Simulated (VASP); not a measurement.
Wanted: the native input for a VASP 6.6.1 run.

| Quantity | Value |
| --- | --- |
| Task | G0W0 quasiparticle levels |
| Functional | PBE |
| Potentials or basis | VASP PAW PBE potentials, release 64 (B_GW, P_GW) |
| Cutoff | 500 eV |
| k mesh | 6 × 6 × 6 |
| Occupations | gaussian, width 0.01 eV |
| Spin | no spin polarisation |
| Dipole correction | no |
| GW scheme | G0W0 |
| GW iterations | 1 |
| Cutoff of the response function | 140 |
| Frequency points | 96 |
| Empty bands | 87 |
| Further INCAR settings | ALGO = EVGW0; EDIFF = 1e-08; NBANDS = 91 |

Crystal: BP.

```
B P
1.0
     0.00000    2.26832    2.26832
     2.26832    0.00000    2.26832
     2.26832    2.26832    0.00000
B P
1 1
Direct
  0.00000 0.00000 0.00000
  0.25000 0.25000 0.25000
```

The input as run:

POSCAR

```
BP
1.0
    0.0000000000      2.2683154755      2.2683154755
    2.2683154755      0.0000000000      2.2683154755
    2.2683154755      2.2683154755      0.0000000000
B P
1 1
Direct
    0.0000000000      0.0000000000      0.0000000000
    0.2500000000      0.2500000000      0.2500000000
```

INCAR.step1

```
SYSTEM = BP
ALGO = Normal
EDIFF = 1E-8
ENCUT = 500
GGA = PE
ISMEAR = 0
LASPH = .TRUE.
LCHARG = .FALSE.
LREAL = .FALSE.
LWAVE = .TRUE.
NELM = 100
PREC = Accurate
SIGMA = 0.01
```

INCAR.step2

```
SYSTEM = BP
ALGO = Exact
EDIFF = 1E-8
ENCUT = 500
GGA = PE
ISMEAR = 0
ISTART = 1
LASPH = .TRUE.
LCHARG = .FALSE.
LOPTICS = .TRUE.
LREAL = .FALSE.
LWAVE = .TRUE.
NBANDS = 91
NELM = 1
PREC = Accurate
SIGMA = 0.01
```

INCAR.step3

```
SYSTEM = BP
ALGO = EVGW0
EDIFF = 1E-8
ENCUT = 500
ENCUTGW = 140.0
GGA = PE
ISMEAR = 0
ISTART = 1
LASPH = .TRUE.
LCHARG = .FALSE.
LREAL = .FALSE.
LWAVE = .FALSE.
NBANDS = 91
NBANDSGW = 12
NELMGW = 1
NOMEGA = 96
OMEGAMAX = 20
PREC = Accurate
PRECFOCK = Fast
SIGMA = 0.01
```

KPOINTS

```
k-points
0
G
  6 6 6
  0 0 0
```

Potentials or basis: VASP PAW PBE potentials, release 64 (B_GW, P_GW).

Command:

```console
$ cat potpaw_PBE.64/B_GW/POTCAR potpaw_PBE.64/P_GW/POTCAR > POTCAR
$ cp INCAR.step1 INCAR
$ mpirun -np 1 vasp_std > vasp.out
$ cp INCAR.step2 INCAR
$ mpirun -np 1 vasp_std > vasp.out
$ cp INCAR.step3 INCAR
$ mpirun -np 1 vasp_std > vasp.out
```

It gave:

| Quantity | Value |
| --- | --- |
| Quasiparticle gap | 1.97 eV |
| Least direct quasiparticle gap | 4.28 eV |
| Band gap of the starting levels on the mesh | 1.33 eV |
| Least direct gap of the starting levels on the mesh | 3.40 eV |

Caveat: the k points lie up to 0.40 Å⁻¹ apart; bands, screening cutoff and mesh are small and nothing is extrapolated, so the quasiparticle values aren't converged.

Run time: 3.4 min on 1 thread of Intel(R) Xeon(R) 6975P-C (Granite Rapids) (shared host), peak memory 0.42 GiB.
